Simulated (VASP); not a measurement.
# Mg12Br in VASP: further runs

Runs on Mg12Br. Level: LDA. Tasks: single point.

Everything below comes from runs of VASP 6.6.1. Logs are shortened: lines on timing, memory, paths and dates and some standing lists are left out, and cuts for length are marked.

## Step 1: The cell of the first run

The cell holds a slab with vacuum, 13 atoms: a = 6.420 Å, b = 6.420 Å, c = 16.213 Å, α = 90.00°, β = 90.00°, γ = 60.00°.

## Step 2: Single point, LDA

File INCAR:

```
  PREC = Accurate
  ENCUT = 520
  EDIFF = 1E-7
  ISMEAR = -1
  SIGMA = 0.1
  LREAL = False
  LASPH = True
  NELM = 80
  ALGO = Normal
  ISIF = 2
  LWAVE = False
  LCHARG = False
  GGA = CA
  NBANDS = 28
```

File KPOINTS:

```
regular mesh
0
Gamma
  2 2 1
```

File POSCAR:

```
Mg12Br
1.0
    6.4200000000      0.0000000000      0.0000000000
    3.2100000000      5.5598830000      0.0000000000
    0.0000000000      0.0000000000     16.2130400000
Mg Br
12 1
Direct
    0.0000000000      0.0000000000      0.0616787475
    0.5000000000      0.0000000000      0.0616787475
    0.0000037321      0.4999925358      0.0616787475
    0.5000037321      0.4999925358      0.0616787475
   -0.0501468804      0.2820383091      0.2172757237
    0.4396638404      0.2803296400      0.2089799322
   -0.1266346871      0.7361665704      0.1876267498
    0.3939654643      0.7640628409      0.2426380247
   -0.0088502807      0.0014388792      0.3850295811
    0.4767359745      0.0507025058      0.4096702407
    0.1097619753      0.4668623422      0.3783312692
    0.6309606746      0.5286082459      0.3859300908
    0.5811148412      0.3288918130      0.4976488061
```

Potentials or basis: VASP PAW LDA potentials, release 64 (Mg, Br).

Command:

```
$ cat potpaw_LDA.64/Mg/POTCAR potpaw_LDA.64/Br/POTCAR > POTCAR
$ mpirun -np 1 vasp_std > vasp.out
```

OUTCAR:

```text
PREC = Accurate
   ENCUT = 520
   EDIFF = 1E-7
   ISMEAR = -1
   LREAL = False
   LASPH = True
   NELM = 80
   ISIF = 2
   GGA = CA

 ion  position               nearest neighbor table
   1  0.000  0.000  0.062-   7 3.01   5 3.03   3 3.21   4 3.21   2 3.21   2 3.21   4 3.21   3 3.21

   2  0.500  0.000  0.062-   6 2.90   7 2.95   4 3.21   3 3.21   1 3.21   1 3.21   3 3.21   4 3.21
                             8 3.52
   3  0.000  0.500  0.062-   7 2.43   5 2.98   1 3.21   2 3.21   4 3.21   4 3.21   2 3.21   1 3.21
                             6 3.42
   4  0.500  0.500  0.062-   6 2.90   2 3.21   1 3.21   3 3.21   3 3.21   1 3.21   2 3.21   8 3.29
                             5 3.55
   5  0.950  0.282  0.217-   7 2.75   3 2.98   1 3.03   6 3.14   8 3.14   9 3.20  11 3.24   6 3.28
                            12 3.31   8 3.38   4 3.55
   6  0.440  0.280  0.209-   4 2.90   2 2.90   8 3.02   5 3.14   7 3.22   5 3.28  11 3.30   7 3.36
                             3 3.42   8 3.51  10 3.53
   7  0.873  0.736  0.188-   3 2.43   5 2.75   2 2.95   1 3.01   8 3.12   6 3.22   6 3.36  11 3.50
                             8 3.55
   8  0.394  0.764  0.243-  12 2.77   6 3.02   7 3.12   5 3.14   9 3.22   4 3.29   5 3.38  10 3.46
                             6 3.51   2 3.52   7 3.55
   9  0.991  0.001  0.385-  12 3.00  13 3.02  11 3.12  10 3.18   5 3.20   8 3.22  10 3.31  11 3.43

  10  0.477  0.051  0.410-  11 2.58  13 2.62  12 3.01   9 3.18   9 3.31   8 3.46   6 3.53
  11  0.110  0.467  0.378-  10 2.58  12 2.90   9 3.12   5 3.24   6 3.30   9 3.43   7 3.50  12 3.56

  12  0.631  0.529  0.386-  13 2.33   8 2.77  11 2.90   9 3.00  10 3.01   5 3.31  11 3.56
  13  0.581  0.329  0.498-  12 2.33  10 2.62   9 3.02

  LATTYP: Found a hexagonal cell.
 ALAT       =     6.4199999201
 C/A-ratio  =     2.5253956701

  Lattice vectors:

 A1 = (  -3.2100000000,  -5.5598830000,   0.0000000000)
 A2 = (   6.4200000000,   0.0000000000,   0.0000000000)
 A3 = (   0.0000000000,   0.0000000000,  16.2130400000)

Analysis of symmetry for initial positions (statically):
=====================================================================
 Subroutine PRICEL returns:
 Original cell was already a primitive cell.

 Routine SETGRP: Setting up the symmetry group for a
 hexagonal supercell.

 Subroutine GETGRP returns: Found  1 space group operations
 (whereof  1 operations were pure point group operations)
 out of a pool of 24 trial point group operations.

The static configuration has the point symmetry C_1 .

Analysis of symmetry for dynamics (positions and initial velocities):
=====================================================================
 Subroutine PRICEL returns:
 Original cell was already a primitive cell.
[... 126 lines left out ...]
   IALGO  =     38    algorithm
   IMIX   =      4    mixing-type and parameters
     AMIX     =   0.40;   BMIX     =  1.00
     AMIX_MAG =   1.60;   BMIX_MAG =  1.00
  volume/ion in A,a.u.               =      44.52       300.41
  Fermi-wavevector in a.u.,A,eV,Ry     =   0.617126  1.166199  5.181700  0.380844
  Thomas-Fermi vector in A             =   1.675100
   LORBIT       =      0    0 simple, 1 ext, 2 COOP (PROOUT), +10 PAW based schemes
   GGA     = CA    functional components
   LHFCALC =     F    Hartree Fock is set to
   AEXX    =    0.0000 exact exchange contribution
   IVDW    =     0    specifies the selected vdW correction
   LEPSILON=     F    determine dielectric tensor
   LRPA    =     F    only Hartree local field effects (RPA)
 non-spin polarized calculation
  energy-cutoff  :      520.00
  volume of cell :      578.72
 maximum number of plane-waves:     15596
 NGX is ok and might be reduce to    48
   NGX = 23   NGY = 23   NGZ = 61

 number of electron      30.9999999 magnetization

 Free energy of the ion-electron system (eV)
  ---------------------------------------------------
  ext. energy  EPLUGINS =         0.00000000
  ---------------------------------------------------
  free energy    TOTEN  =       -21.42242541 eV

  energy without entropy =      -21.21544022  energy(sigma->0) =      -21.31893282

 E-fermi :  -0.1855     XC(G=0):  -5.5378

 val. band max:       -0.2328934958   @ k =   0.0000   0.5000   0.0000
 cond. band min:      -0.1657682352   @ k =   0.5000   0.0000   0.0000
 fundamental gap:      0.0671252606
 Fermi energy:        -0.1855165502

 k-point     1 :       0.0000    0.0000    0.0000
  band No.  band energies     occupation
      1     -16.9796      2.00000
      2      -6.8240      2.00000
      3      -6.0481      2.00000
      4      -5.7232      2.00000
      5      -5.1547      2.00000
      6      -4.7454      2.00000
[... 109 lines left out ...]
     26       2.4496      0.00000
     27       2.6326      0.00000
 [bands above 27 left out]

------------------------ aborting loop because EDIFF is reached ----------------------------------------

  FORCE on cell =-STRESS in cart. coord.  units (eV):
  Direction    XX          YY          ZZ          XY          YZ          ZX
  --------------------------------------------------------------------------------------
  -------------------------------------------------------------------------------------
  Total       -4.2698410      0.5043172      2.7760750      0.5409255     -0.4673930     -0.7603260
  in kB      -11.8210800      1.3962052      7.6855799      1.4975555     -1.2939801     -2.1049671
  external PRESSURE =      -0.9130983 kB  Pullay stress =       0.0000000 kB

 VOLUME and BASIS-vectors are now :
 -----------------------------------------------------------------------------
  energy-cutoff  :      520.00
  volume of cell :      578.72
      direct lattice vectors                 reciprocal lattice vectors
     6.420000000  0.000000000  0.000000000     0.155763240 -0.089929950  0.000000000
     3.210000000  5.559883000  0.000000000     0.000000000  0.179859900  0.000000000
     0.000000000  0.000000000 16.213040000     0.000000000  0.000000000  0.061678747

 POSITION                                       TOTAL-FORCE (eV/Angst)
 -----------------------------------------------------------------------------------
      0.00000      0.00000      1.00000         0.103034     -0.055358     -0.011855
      3.21000      0.00000      1.00000        -0.304762     -0.130658     -0.232131
      1.60500      2.77990      1.00000         0.135988     -1.067581     -1.717637
      4.81500      2.77990      1.00000         0.215545      0.173615      0.045612
      7.00340      1.56810      3.52270        -0.568394     -0.571345      0.626011
      3.72250      1.55860      3.38820        -0.153790     -0.134255      0.889745
      7.97010      4.09300      3.04200         0.533423      1.573521      2.022377
      4.98190      4.24810      3.93390        -0.184814      0.521036     -0.293584
      6.36780      0.00800      6.24250         0.448628     -0.294675     -0.460728
      3.22340      0.28190      6.64200         0.248510     -1.286165     -0.587002
      2.20330      2.59570      6.13390        -0.341055      1.240933     -0.803419
      5.74760      2.93900      6.25710         0.318375      0.682069     -1.087739
      4.78650      1.82860      8.06840        -0.450688     -0.651138      1.610351
 -----------------------------------------------------------------------------------
    total drift:                                0.000173      0.000002     -0.000010

  FREE ENERGIE OF THE ION-ELECTRON SYSTEM (eV)
  ---------------------------------------------------
  free  energy   TOTEN  =       -21.4224254140 eV

  energy  without entropy=      -21.2154402202  energy(sigma->0) =      -21.31893282
```

OSZICAR:

```text
N       E                     dE             d eps       ncg     rms          rms(c)
DAV:   1     0.834292331521E+02    0.83429E+02   -0.80677E+03   224   0.735E+02
DAV:   2    -0.735542729841E+01   -0.90785E+02   -0.82702E+02   276   0.107E+02
DAV:   3    -0.215595897842E+02   -0.14204E+02   -0.13927E+02   296   0.361E+01
[... 13 lines left out ...]
DAV:  17    -0.214224185835E+02   -0.22665E-04   -0.40328E-06   284   0.581E-03    0.194E-03
DAV:  18    -0.214224246944E+02   -0.61109E-05   -0.15753E-06   276   0.313E-03    0.106E-03
DAV:  19    -0.214224252343E+02   -0.53985E-06   -0.12938E-07   256   0.120E-03    0.658E-04
DAV:  20    -0.214224253870E+02   -0.15273E-06   -0.70960E-08   196   0.843E-04    0.136E-04
DAV:  21    -0.214224254140E+02   -0.26938E-07   -0.18386E-08   200   0.450E-04
   1 F= -.21422425E+02 E0= -.21318933E+02  d E =-.206985E+00
```

Wall time 1.9 min (1 thread of AMD EPYC 9R45 (Zen 5), shared host); peak memory 0.43 GiB.

Results:

- Free energy: -21.4224 eV
- Largest force: 2.617 eV/Å

Forces in eV/Å, atoms in the order of the input:
```
Mg   0.103 -0.055 -0.012
Mg  -0.305 -0.131 -0.232
Mg   0.136 -1.068 -1.718
Mg   0.216  0.174  0.046
Mg  -0.568 -0.571  0.626
Mg  -0.154 -0.134  0.890
Mg   0.533  1.574  2.022
Mg  -0.185  0.521 -0.294
Mg   0.449 -0.295 -0.461
Mg   0.249 -1.286 -0.587
Mg  -0.341  1.241 -0.803
Mg   0.318  0.682 -1.088
Br  -0.451 -0.651  1.610
```

Levels at points of the mesh, in eV from the Fermi level:
| k point | band 12 | band 13 | band 14 | band 15 | band 16 | band 17 |
| --- | --- | --- | --- | --- | --- | --- |
| (0.00, 0.00, 0.00) | -1.62 | -1.54 | -1.02 | -0.83 | -0.60 | -0.50 |
| (0.50, 0.00, 0.00) | -1.83 | -1.43 | -1.16 | 0.02 | 0.29 | 0.37 |
| (0.50, 0.50, 0.00) | -1.79 | -1.46 | -1.18 | 0.10 | 0.22 | 0.33 |
| (0.00, 0.50, 0.00) | -1.78 | -1.43 | -1.11 | -0.05 | 0.41 | 0.53 |

Caveat: the k points lie up to 0.57 Å⁻¹ apart; an odd number of electrons without spin polarisation forces a metal; a magnetic or distorted state may lie lower.

## Step 3: Single point, LDA

File INCAR:

```
SYSTEM = Mg12Br
ALGO     = Normal         ! electronic algorithm
EDIFF    = 1E-7           ! SCF threshold, eV
ENCUT    = 520            ! plane-wave cutoff, eV
GGA      = CA             ! functional
ISIF     = 2              ! what is computed and relaxed
ISMEAR   = -1             ! smearing method
LASPH    = .True.         ! aspherical terms in the spheres
LCHARG   = .True.         ! write CHGCAR
LELF     = .True.         ! ELF
LREAL    = .False.        ! projectors in reciprocal space
LVHAR    = .True.       
LWAVE    = .False.        ! write WAVECAR
NBANDS   = 28             ! bands
NELM     = 100            ! most SCF steps
PREC     = Accurate       ! precision mode
SIGMA    = 0.1            ! smearing width, eV
```

File KPOINTS:

```
k-points
0
Gamma
  2 2 1
  0 0 0
```

File POSCAR:

```
Mg12Br
1.0
    6.4200000000      0.0000000000      0.0000000000
    3.2100000000      5.5598830000      0.0000000000
    0.0000000000      0.0000000000     16.2130400000
Mg Br
12 1
Direct
    0.0000000000      0.0000000000      0.0616787475
    0.5000000000      0.0000000000      0.0616787475
    0.0000037321      0.4999925358      0.0616787475
    0.5000037321      0.4999925358      0.0616787475
   -0.0677389122      0.3461943354      0.2015784825
    0.4226215745      0.3045387826      0.2317578936
   -0.0302008143      0.8310246816      0.2081657727
    0.4163889713      0.8477516523      0.1896374770
    0.0818251750      0.0719259740      0.3867935933
    0.6309517289     -0.0350187225      0.3790652462
    0.1052837152      0.4119870868      0.3703993822
    0.5430487830      0.4954600663      0.3688820850
    0.6319949328      0.2462282030      0.5145302793
```

Potentials or basis: VASP PAW LDA potentials, release 64 (Mg, Br).

Command:

```
$ cat potpaw_LDA.64/Mg/POTCAR potpaw_LDA.64/Br/POTCAR > POTCAR
$ mpirun -np 1 vasp_std > vasp.out
```

OUTCAR:

```text
SYSTEM = Mg12Br
   EDIFF = 1E-7
   ENCUT = 520
   GGA = CA
   ISIF = 2
   ISMEAR = -1
   LASPH = .True.
   LREAL = .False.
   NELM = 100
   PREC = Accurate

 ion  position               nearest neighbor table
   1  0.000  0.000  0.062-   7 2.66   5 3.05   8 3.13   3 3.21   4 3.21   2 3.21   2 3.21   4 3.21
                             3 3.21
   2  0.500  0.000  0.062-   8 2.46   4 3.21   3 3.21   1 3.21   1 3.21   3 3.21   4 3.21   6 3.27
                             7 3.56
   3  0.000  0.500  0.062-   5 2.60   7 3.13   1 3.21   2 3.21   4 3.21   4 3.21   2 3.21   1 3.21
                             6 3.62
   4  0.500  0.500  0.062-   8 2.89   6 3.17   2 3.21   1 3.21   3 3.21   3 3.21   1 3.21   2 3.21
                             5 3.33
   5  0.932  0.346  0.202-   3 2.60   1 3.05  11 3.06   6 3.06   8 3.16   7 3.20   7 3.24   8 3.27
                             4 3.33   9 3.37   6 3.45  12 3.48
   6  0.423  0.305  0.232-  12 2.83  11 2.88   8 3.03  10 3.05   5 3.06   4 3.17   7 3.19   2 3.27
                             7 3.32   5 3.45   8 3.53   3 3.62
[... 326 lines left out ...]
------------------------ aborting loop because EDIFF is reached ----------------------------------------

  FORCE on cell =-STRESS in cart. coord.  units (eV):
  Direction    XX          YY          ZZ          XY          YZ          ZX
  --------------------------------------------------------------------------------------
  -------------------------------------------------------------------------------------
  Total       -3.6219262     -1.4142223      2.8303954      5.3195590     -3.0319554     -3.1242608
  in kB      -10.0273240     -3.9152828      7.8359664     14.7272302     -8.3939864     -8.6495344
  external PRESSURE =      -2.0355468 kB  Pullay stress =       0.0000000 kB

 VOLUME and BASIS-vectors are now :
 -----------------------------------------------------------------------------
  energy-cutoff  :      520.00
  volume of cell :      578.72
      direct lattice vectors                 reciprocal lattice vectors
     6.420000000  0.000000000  0.000000000     0.155763240 -0.089929950  0.000000000
     3.210000000  5.559883000  0.000000000     0.000000000  0.179859900  0.000000000
     0.000000000  0.000000000 16.213040000     0.000000000  0.000000000  0.061678747

 POSITION                                       TOTAL-FORCE (eV/Angst)
 -----------------------------------------------------------------------------------
      0.00000      0.00000      1.00000         0.145068      0.310558     -0.927207
      3.21000      0.00000      1.00000         0.895475      0.711281     -1.415034
      1.60500      2.77990      1.00000         0.500335      0.379555     -0.946160
      4.81500      2.77990      1.00000        -0.093568     -0.258296     -0.116862
      7.09640      1.92480      3.26820        -0.787544     -0.310609      1.292036
      3.69080      1.69320      3.75750         0.293334     -0.053789     -0.389301
      8.89370      4.62040      3.37500        -0.705005     -0.318765      1.365265
      5.39450      4.71340      3.07460        -0.385162     -0.682111      2.065662
      0.75620      0.39990      6.27110        -1.806233     -2.925237     -0.118336
      7.14830      5.36518      6.14580        -0.063352     -0.059357      0.009245
      1.99840      2.29060      6.00530         1.535407      3.022360     -0.365520
      5.07680      2.75470      5.98070         0.413473      0.323356      0.325343
      4.84780      1.36900      8.34210         0.057772     -0.138946     -0.779131
 -----------------------------------------------------------------------------------
    total drift:                                0.000221     -0.000143      0.000066

  FREE ENERGIE OF THE ION-ELECTRON SYSTEM (eV)
  ---------------------------------------------------
  free  energy   TOTEN  =       -21.1376454991 eV

  energy  without entropy=      -20.9161407677  energy(sigma->0) =      -21.02689313
```

Run time: 1.9 min. Hardware: 1 thread of AMD EPYC 9R45 (Zen 5), shared host; peak memory 0.42 GiB.

What came out:

| Property | Result |
| --- | --- |
| Free energy | -21.1376 eV |
| Largest force | 3.440 eV/Å |

Forces in eV/Å, atoms in the order of the input:
```
Mg   0.145  0.311 -0.927
Mg   0.895  0.711 -1.415
Mg   0.500  0.380 -0.946
Mg  -0.094 -0.258 -0.117
Mg  -0.788 -0.311  1.292
Mg   0.293 -0.054 -0.389
Mg  -0.705 -0.319  1.365
Mg  -0.385 -0.682  2.066
Mg  -1.806 -2.925 -0.118
Mg  -0.063 -0.059  0.009
Mg   1.535  3.022 -0.366
Mg   0.413  0.323  0.325
Br   0.058 -0.139 -0.779
```

Levels at points of the mesh, in eV from the Fermi level:
| k point | band 10 | band 11 | band 12 | band 13 | band 14 | band 15 | band 16 | band 17 | band 18 | band 19 |
| --- | --- | --- | --- | --- | --- | --- | --- | --- | --- | --- |
| (0.00, 0.00, 0.00) | -2.11 | -1.96 | -1.89 | -1.78 | -0.95 | -0.82 | -0.71 | -0.33 | -0.12 | -0.05 |
| (0.50, 0.00, 0.00) | -3.07 | -1.95 | -1.66 | -1.41 | -1.29 | 0.14 | 0.17 | 0.52 | 1.00 | 1.29 |
| (0.50, 0.50, 0.00) | -3.04 | -1.91 | -1.58 | -1.45 | -1.34 | 0.24 | 0.28 | 0.47 | 0.95 | 1.28 |
| (0.00, 0.50, 0.00) | -3.08 | -2.09 | -1.62 | -1.47 | -1.27 | -0.04 | 0.32 | 0.67 | 0.97 | 1.33 |

Caveat: the k points lie up to 0.57 Å⁻¹ apart; an odd number of electrons without spin polarisation forces a metal; a magnetic or distorted state may lie lower.
